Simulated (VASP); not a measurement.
Wanted: the native input for a VASP 6.6.1 run.

| Property | Result |
| --- | --- |
| Task | relaxation of cell and atoms |
| Functional | PBEsol |
| Potentials or basis | VASP PAW PBE potentials, release 64 (In_d, As) |
| Cutoff | 500 eV |
| k mesh | 12 × 12 × 12 |
| Occupations | fermi-dirac, width 0.08 eV |
| Spin | no spin polarisation |
| Dipole correction | no |
| Further INCAR settings | ALGO = Normal; EDIFF = 1e-07; IBRION = 2; EDIFFG = -0.002; NSW = 100; ISIF = 3 |

The structure of InAs lies in POSCAR:

```
InAs
1.0
    3.0180000000      3.0180000000      0.0000000000
   -3.0180000000      3.0180000000      0.0000000000
    0.0000000000      3.0180000000      3.0180000000
In As
1 1
Direct
    0.0000000000      0.0000000000      0.0000000000
    0.7500000000      0.2500000000      0.5000000000
```

These files were run (other wordings do the same):

INCAR

```
PREC = Accurate
ENCUT = 500
EDIFF = 1E-7
ISMEAR = -1
SIGMA = 0.08
LREAL = F
LASPH = T
NELM = 120
ALGO = Normal
ISIF = 3
LWAVE = F
LCHARG = F
GGA = PS
IBRION = 2
NSW = 100
EDIFFG = -0.002
GGA_COMPAT = F
NELMIN = 4
```

KPOINTS

```
Automatic mesh
0
Gamma
  12 12 12
```

Potentials or basis: VASP PAW PBE potentials, release 64 (In_d, As).

Run with:

```bash
$ cat potpaw_PBE.64/In_d/POTCAR potpaw_PBE.64/As/POTCAR > POTCAR
$ mpirun -np 1 vasp_std > vasp.out
```

It gave:

```yaml
Relaxed_volume: 28.24 Å³/atom
Relaxed_cell: a = 4.307 Å, b = 4.307 Å, c = 4.307 Å, α = 60.00°, β = 60.00°, γ = 90.00°
Space_group_after_relaxing_to_0.1_Å: F-43m (No. 216)
Energy_gained_by_relaxing: 3.6 meV/atom
Ionic_steps: 3
Pressure_after_relaxing: 0.0 GPa
Band_gap_on_the_k_mesh: zero (filled and empty bands touch)
```

Caveat: semilocal functionals underestimate gaps, and a narrow one can read as zero; the PAW data sets were made with another functional, which shifts forces and pressure a little; spin-orbit coupling is left out, which moves the levels of the heavy elements.

Run time: 2.5 min on 1 thread of Intel(R) Xeon(R) Platinum 8259CL CPU @ 2.50GHz (Skylake/Cascade Lake) (shared host), peak memory 0.21 GiB.
